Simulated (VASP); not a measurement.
Here is a VASP 6.6.1 calculation.

Contents of INCAR:

```
PREC = Accurate
ENCUT = 520
EDIFF = 1E-6
ISMEAR = 0
SIGMA = 0.01
LREAL = F
LASPH = T
NELM = 60
ALGO = Normal
ISIF = 2
LWAVE = F
LCHARG = T
GGA = PE
LELF = T
LVHAR = T
NBANDS = 11
```

File KPOINTS:

```
regular mesh
0
Gamma
  6 6 6
```

POSCAR

```
C
1.0
    0.0000000000      1.7801241426      1.7801241426
    1.7801241426      0.0000000000      1.7801241426
    1.7801241426      1.7801241426      0.0000000000
C
2
Direct
    0.0000000000      0.0000000000      0.0000000000
    0.2500000000      0.2500000000      0.2500000000
```

Potentials or basis: VASP PAW PBE potentials, release 64 (C).

Run with:

```bash
$ cat potpaw_PBE.64/C/POTCAR > POTCAR
$ mpirun -np 1 vasp_std > vasp.out
```

Problem. Predict the pressure.

Solution. 5.0 GPa.

Problem. Estimate the band gap on the k mesh.

Solution. 4.16 eV, indirect (least direct gap 5.60 eV).

Caveat: the k points lie up to 0.51 Å⁻¹ apart. A k mesh can miss the band edges.
